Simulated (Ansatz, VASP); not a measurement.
## TaN in VASP and in Ansatz

Contents of INCAR:

```
PREC = Accurate ; ENCUT = 700
EDIFF = 1E-6 ; ISMEAR = 1
SIGMA = 0.1 ; LREAL = F
LASPH = T ; NELM = 120
ALGO = Normal ; ISIF = 2
LWAVE = F ; LCHARG = F
NBANDS = 36 ; GGA_COMPAT = F
```

KPOINTS

```
regular mesh
0
Gamma
  5 5 8
```

POSCAR

```
TaN
1.0
    5.1611264660      0.0000000000      0.0000000000
   -2.5805632330      4.4696666336      0.0000000000
    0.0000000000      0.0000000000      2.8914624986
Ta N
3 3
Direct
    0.3333333333      0.6666666667      0.5000000000
    0.6666666667      0.3333333333      0.5000000000
    0.0000000000      0.0000000000      0.0000000000
    0.3928500000      0.0000000000      0.0000000000
    0.6071500000      0.6071500000      0.0000000000
    0.0000000000      0.3928500000      0.0000000000
```

Input for Ansatz:

```yaml
crystal:
  lattice:
    - [5.16112646601868, 0.0, 0.0]
    - [-2.58056323300934, 4.469666633639443, 0.0]
    - [0.0, 0.0, 2.8914624985720514]
  atoms:
    - { symbol: Ta, position: [0.3333333333333333, 0.6666666666666666, 0.5] }
    - { symbol: Ta, position: [0.6666666666666666, 0.3333333333333333, 0.5] }
    - { symbol: Ta, position: [0.0, 0.0, 0.0] }
    - { symbol: "N", position: [0.39285, 0.0, 0.0] }
    - { symbol: "N", position: [0.60715, 0.60715, 0.0] }
    - { symbol: "N", position: [0.0, 0.39285, 0.0] }
basis:
  ecutwfc: 510.0
kpoints:
  mp_grid:
    grid: [5, 5, 8]
hamiltonian:
  xc: lda
  pseudopotentials:
    kind: paw
scf:
  occupations:
    method: methfessel_paxton
    width: 0.1
output:
  stress: true
```

Alike in both runs: task single point; functional LDA; k mesh 5 × 5 × 8; occupations methfessel-paxton of order 1, width 0.1 eV; no spin polarisation.

|  | VASP | Ansatz |
| --- | --- | --- |
| version | VASP 6.6.1 | Ansatz 0.2.0 |
| potentials or method | VASP PAW LDA potentials, release 64 (Ta_sv_GW, N), cutoff 700 eV | plane waves, PAW |
| valence electrons in the cell | 54 | 54 |

Ansatz gave:

- pressure (GPa): -3.5
- traceless stress, the component that is largest in VASP (GPa): -1.66

Q: Estimate VASP's values.

A: Pressure (GPa): -2.4; traceless stress, the component that is largest in VASP (GPa): -1.67.

LDA's correlation is that of Perdew and Zunger in VASP and of Perdew and Wang (1992) in Ansatz.

Spin-orbit coupling is off throughout.
